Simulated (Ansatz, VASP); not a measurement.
Re in VASP and in Ansatz

```xyz
2
Lattice="-2.5184 2.5184 1.3021 2.5184 -2.5184 1.3021 2.5184 2.5184 -1.3021" Properties=species:S:1:pos:R:3 pbc="T T T"
Re    0.0000   -1.2592   -0.3255
Re    0.0000    1.2592    0.3255
```

Alike in both runs: functional PBE; k mesh 18 × 18 × 18; occupations fermi-dirac, width 0.1 eV; no spin polarisation.

Ansatz relaxed the structure, and its values are those at the end. VASP's run is a single point on that final structure, the one shown.

```csv
,VASP,Ansatz
version,VASP 6.6.1,Ansatz 0.2.0
potentials or method,"VASP PAW PBE potentials, release 64 (Re_sv_GW)","PAW with Ansatz's default frozen-core files, scalar-relativistic"
plane-wave cutoff (eV),560,420
valence electrons in the cell,30,30
```

```csv
,VASP,Ansatz,Ansatz less VASP
pressure (GPa),-1.4,0.0,+1.36
```

Spin-orbit coupling is off throughout.
